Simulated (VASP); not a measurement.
# Rh2O5 (cubic X2O5 type) (Pn-3m) in VASP: notebook, part 2 of 2

VASP 6.6.1. Earlier steps stand in the parts before.

## 5. Single point, PBE

This run uses another cell than the first one, of 9.72 Å³/atom.

INCAR

```
PREC = Accurate
ENCUT = 520
EDIFF = 1E-6
ISMEAR = -1
SIGMA = 0.06122561905347299
LREAL = F
LASPH = T
NELM = 100
ALGO = Normal
ISIF = 2
LWAVE = F
LCHARG = F
GGA = PE
NBANDS = 73
```

KPOINTS

```
regular mesh
0
Gamma
  8 8 8
```

POSCAR

```
Rh2O5
1.0
    5.1430871259      0.0000000000      0.0000000000
    0.0000000000      5.1430871259      0.0000000000
    0.0000000000      0.0000000000      5.1430871259
Rh O
4 10
Direct
    0.0000000000      0.0000000000      0.0000000000
    0.5000000000      0.5000000000      0.0000000000
    0.5000000000      0.0000000000      0.5000000000
    0.0000000000      0.5000000000      0.5000000000
    0.5000000000      0.0000000000      0.0000000000
    0.0000000000      0.5000000000      0.0000000000
    0.0000000000      0.0000000000      0.5000000000
    0.5000000000      0.5000000000      0.5000000000
    0.7500000000      0.7500000000      0.2500000000
    0.7500000000      0.2500000000      0.7500000000
    0.2500000000      0.7500000000      0.7500000000
    0.7500000000      0.2500000000      0.2500000000
    0.2500000000      0.7500000000      0.2500000000
    0.2500000000      0.2500000000      0.7500000000
```

Potentials or basis: VASP PAW PBE potentials, release 64 (Rh_pv, O).

Launch:

```sh
> cat potpaw_PBE.64/Rh_pv/POTCAR potpaw_PBE.64/O/POTCAR > POTCAR
> mpirun -np 1 vasp_std > vasp.out
```

OUTCAR:

```text
PREC = Accurate
   ENCUT = 520
   EDIFF = 1E-6
   ISMEAR = -1
   LREAL = F
   LASPH = T
   NELM = 100
   ISIF = 2
   GGA = PE

 ion  position               nearest neighbor table
   1  0.000  0.000  0.000-   9 2.23  10 2.23  11 2.23  12 2.23  13 2.23  14 2.23   5 2.57   6 2.57
                             7 2.57   7 2.57   6 2.57   5 2.57
   2  0.500  0.500  0.000-   9 2.23  10 2.23  11 2.23  12 2.23  13 2.23  14 2.23   5 2.57   6 2.57
                             8 2.57   8 2.57   5 2.57   6 2.57
   3  0.500  0.000  0.500-   9 2.23  10 2.23  11 2.23  12 2.23  13 2.23  14 2.23   5 2.57   7 2.57
                             8 2.57   5 2.57   8 2.57   7 2.57
   4  0.000  0.500  0.500-   9 2.23  10 2.23  11 2.23  12 2.23  13 2.23  14 2.23   6 2.57   7 2.57
                             8 2.57   6 2.57   7 2.57   8 2.57
   5  0.500  0.000  0.000-   1 2.57   2 2.57   3 2.57   3 2.57   2 2.57   1 2.57
   6  0.000  0.500  0.000-   1 2.57   2 2.57   4 2.57   4 2.57   1 2.57   2 2.57
   7  0.000  0.000  0.500-   1 2.57   3 2.57   4 2.57   1 2.57   4 2.57   3 2.57
[... 2029 lines left out ...]

  FORCE on cell =-STRESS in cart. coord.  units (eV):
  Direction    XX          YY          ZZ          XY          YZ          ZX
  --------------------------------------------------------------------------------------
  -------------------------------------------------------------------------------------
  Total       -6.4356625     -6.4356625     -6.4356625     -0.0000000     -0.0000000     -0.0000000
  in kB      -75.7935415    -75.7935415    -75.7935415     -0.0000000     -0.0000000     -0.0000000
  external PRESSURE =     -75.7935415 kB  Pullay stress =       0.0000000 kB

 VOLUME and BASIS-vectors are now :
 -----------------------------------------------------------------------------
  energy-cutoff  :      520.00
  volume of cell :      136.04
      direct lattice vectors                 reciprocal lattice vectors
     5.143087126  0.000000000  0.000000000     0.194435749  0.000000000  0.000000000
     0.000000000  5.143087126  0.000000000     0.000000000  0.194435749  0.000000000
     0.000000000  0.000000000  5.143087126     0.000000000  0.000000000  0.194435749

 POSITION                                       TOTAL-FORCE (eV/Angst)
 -----------------------------------------------------------------------------------
      0.00000      0.00000      0.00000        -0.000000     -0.000000      0.000000
      2.57154      2.57154      0.00000        -0.000000     -0.000000      0.000000
      2.57154      0.00000      2.57154        -0.000000     -0.000000      0.000000
      0.00000      2.57154      2.57154        -0.000000     -0.000000      0.000000
      2.57154      0.00000      0.00000        -0.000000     -0.000000      0.000000
      0.00000      2.57154      0.00000        -0.000000     -0.000000      0.000000
      0.00000      0.00000      2.57154        -0.000000     -0.000000      0.000000
      2.57154      2.57154      2.57154        -0.000000     -0.000000      0.000000
      3.85732      3.85732      1.28577        -0.000000      0.000000     -0.000000
      3.85732      1.28577      3.85732         0.000000     -0.000000      0.000000
      1.28577      3.85732      3.85732        -0.000000      0.000000     -0.000000
      3.85732      1.28577      1.28577        -0.000000      0.000000      0.000000
      1.28577      3.85732      1.28577        -0.000000     -0.000000     -0.000000
      1.28577      1.28577      3.85732         0.000000     -0.000000      0.000000
 -----------------------------------------------------------------------------------
    total drift:                               -0.000000      0.000000     -0.000000

  FREE ENERGIE OF THE ION-ELECTRON SYSTEM (eV)
  ---------------------------------------------------
  free  energy   TOTEN  =       -68.7398180437 eV

  energy  without entropy=      -68.5535589595  energy(sigma->0) =      -68.64668850
```

stdout:

```text
POSCAR found type information on POSCAR RhO
 POSCAR found :  2 types and      14 ions
 scaLAPACK will be used
 LDA part: xc-table for (Slater+PW92), standard interpolation
 POSCAR, INCAR and KPOINTS ok, starting setup
 FFT: planning ... GRIDC
 FFT: planning ... GRID_SOFT
 FFT: planning ... GRID
 WAVECAR not read
 entering main loop
```

It took 5.1 min on 1 thread of Intel Xeon Platinum 8488C (Sapphire Rapids), shared host; peak memory 0.38 GiB.

Results:

| Quantity | Value |
| --- | --- |
| Free energy | -68.7398 eV |
| Pressure | -7.6 GPa |
| Band gap on the k mesh | zero (bands 60 and 61 overlap by 0.89 eV) |

Caveat: the cell stands under tension.

## 6. Single point, PBE

INCAR

```
PREC = Accurate
ENCUT = 520
EDIFF = 1E-6
ISMEAR = -1
SIGMA = 0.06122561905347299
LREAL = False
LASPH = True
NELM = 60
ALGO = Normal
ISIF = 2
LWAVE = False
LCHARG = True
GGA = PE
LELF = True
LVHAR = True
NBANDS = 73
```

KPOINTS

```
Automatic mesh
0
Gamma
  8 8 8
```

POSCAR, as its differences from that of step 5:

```diff
@@ -2,5 +2,5 @@
 1.0
-    5.1430871259      0.0000000000      0.0000000000
-    0.0000000000      5.1430871259      0.0000000000
-    0.0000000000      0.0000000000      5.1430871259
+    5.1758465259      0.0000000000      0.0000000000
+    0.0000000000      5.1758465259      0.0000000000
+    0.0000000000      0.0000000000      5.1758465259
 Rh O
```

Potentials or basis: VASP PAW PBE potentials, release 64 (Rh_pv, O).

Launch:

```sh
> cat potpaw_PBE.64/Rh_pv/POTCAR potpaw_PBE.64/O/POTCAR > POTCAR
> mpirun -np 1 vasp_std > vasp.out
```

OUTCAR:

```text
PREC = Accurate
   ENCUT = 520
   EDIFF = 1E-6
   ISMEAR = -1
   LREAL = False
   LASPH = True
   NELM = 60
   ISIF = 2
   GGA = PE

 ion  position               nearest neighbor table
   1  0.000  0.000  0.000-   9 2.24  10 2.24  11 2.24  12 2.24  13 2.24  14 2.24   5 2.59   6 2.59
                             7 2.59   7 2.59   6 2.59   5 2.59
   2  0.500  0.500  0.000-   9 2.24  10 2.24  11 2.24  12 2.24  13 2.24  14 2.24   5 2.59   6 2.59
                             8 2.59   8 2.59   5 2.59   6 2.59
   3  0.500  0.000  0.500-   9 2.24  10 2.24  11 2.24  12 2.24  13 2.24  14 2.24   5 2.59   7 2.59
                             8 2.59   5 2.59   8 2.59   7 2.59
   4  0.000  0.500  0.500-   9 2.24  10 2.24  11 2.24  12 2.24  13 2.24  14 2.24   6 2.59   7 2.59
[... 2048 lines left out ...]
     0.000000000  5.175846526  0.000000000     0.000000000  0.193205111  0.000000000
     0.000000000  0.000000000  5.175846526     0.000000000  0.000000000  0.193205111

 POSITION                                       TOTAL-FORCE (eV/Angst)
 -----------------------------------------------------------------------------------
      0.00000      0.00000      0.00000         0.000000      0.000000      0.000000
      2.58792      2.58792      0.00000         0.000000      0.000000      0.000000
      2.58792      0.00000      2.58792         0.000000      0.000000      0.000000
      0.00000      2.58792      2.58792         0.000000      0.000000      0.000000
      2.58792      0.00000      0.00000         0.000000      0.000000      0.000000
      0.00000      2.58792      0.00000         0.000000      0.000000      0.000000
      0.00000      0.00000      2.58792         0.000000      0.000000      0.000000
      2.58792      2.58792      2.58792         0.000000      0.000000      0.000000
      3.88188      3.88188      1.29396        -0.000000     -0.000000     -0.000000
      3.88188      1.29396      3.88188         0.000000      0.000000      0.000000
      1.29396      3.88188      3.88188         0.000000     -0.000000     -0.000000
      3.88188      1.29396      1.29396        -0.000000      0.000000      0.000000
      1.29396      3.88188      1.29396        -0.000000     -0.000000      0.000000
      1.29396      1.29396      3.88188        -0.000000      0.000000      0.000000
 -----------------------------------------------------------------------------------
    total drift:                               -0.000000      0.000000     -0.000000

  FREE ENERGIE OF THE ION-ELECTRON SYSTEM (eV)
  ---------------------------------------------------
  free  energy   TOTEN  =       -68.5952034335 eV

  energy  without entropy=      -68.4032321692  energy(sigma->0) =      -68.49921780
```

Wall time 4.5 min (1 thread of Intel Xeon Platinum 8488C (Sapphire Rapids), shared host); peak memory 0.38 GiB.

Results:

* Free energy: -68.5952 eV
* Pressure: -10.7 GPa
* Band gap on the k mesh: zero (bands 60 and 61 overlap by 0.86 eV)

Caveat: the cell stands under tension.

## 7. Summary

| cell | k mesh | gap on the mesh (eV) | pressure (GPa) |
| --- | --- | --- | --- |
| a = 5.176 Å, 14 atoms | 11 × 11 × 11 | none | -10.7 |
| a = 4.973 Å, 14 atoms | 8 × 8 × 8 | none | 15.0 |
| a = 5.008 Å, 14 atoms | 8 × 8 × 8 | none | 9.4 |
| a = 5.143 Å, 14 atoms | 8 × 8 × 8 | none | -7.6 |
| a = 5.176 Å, 14 atoms | 8 × 8 × 8 | none | -10.7 |

Alike in all rows: task single point; level PBE; potentials or basis VASP PAW PBE potentials, release 64 (Rh_pv, O); no spin polarisation; cutoff (eV) 520; smearing fermi-dirac 0.0612256 eV.

Caveats: the cell stands under tension (at least some runs); the cell stands under pressure (at least some runs).

Total energies depend on the potentials used, so only differences within one code and one set of settings carry meaning.
